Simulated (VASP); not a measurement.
Input of a VASP 6.6.1 run:

The input POSCAR:

```
Sn
1.0
   -1.9071995479      1.9071995479      1.9071995479
    1.9071995479     -1.9071995479      1.9071995479
    1.9071995479      1.9071995479     -1.9071995479
Sn
1
Direct
    0.0000000000      0.0000000000      0.0000000000
```

INCAR.step1

```
SYSTEM = Sn
PREC     = Accurate       ! precision mode
ENCUT    = 520            ! plane-wave cutoff, eV
ISMEAR   = -1             ! smearing method
SIGMA    = 0.05           ! smearing width, eV
LREAL    = .False.        ! projectors in reciprocal space
LASPH    = .True.         ! aspherical terms in the spheres
NELM     = 80             ! most SCF steps
NBANDS   = 13             ! bands
GGA      = PE             ! functional
ALGO     = Normal         ! electronic algorithm
EDIFF    = 1E-4           ! SCF threshold, eV
LWAVE    = .True.         ! write WAVECAR
LCHARG   = .False.        ! write CHGCAR
```

INCAR.step2

```
SYSTEM = Sn
PREC     = Accurate       ! precision mode
ENCUT    = 520            ! plane-wave cutoff, eV
EDIFF    = 1E-6           ! SCF threshold, eV
ISMEAR   = -1             ! smearing method
SIGMA    = 0.05           ! smearing width, eV
LREAL    = .False.        ! projectors in reciprocal space
LASPH    = .True.         ! aspherical terms in the spheres
NELM     = 80             ! most SCF steps
ALGO     = Normal         ! electronic algorithm
ISIF     = 2              ! what is computed and relaxed
LWAVE    = .False.        ! write WAVECAR
LCHARG   = .False.        ! write CHGCAR
METAGGA  = R2SCAN         ! meta-GGA
LMIXTAU  = .True.       
NBANDS   = 13             ! bands
ISTART   = 1
```

File KPOINTS:

```
regular mesh
0
Gamma
  10 10 10
  0 0 0
```

Potentials or basis: VASP PAW PBE potentials, release 64 (Sn_d).

The run is started by

```sh
$ cat potpaw_PBE.64/Sn_d/POTCAR > POTCAR
$ cp INCAR.step1 INCAR
$ mpirun -np 1 vasp_std > vasp.out
$ cp INCAR.step2 INCAR
$ mpirun -np 1 vasp_std > vasp.out
```

Problem. What does it give for the band gap on the k mesh?

Solution. Zero (band 7 reaches 16.01 eV, above the bottom of band 8 at 5.44 eV).

Problem. Predict the pressure.

Solution. -1.6 GPa.

Caveat: the PAW data sets were made with another functional, which shifts forces and pressure a little; spin-orbit coupling is left out, which moves the levels of the heavy elements.
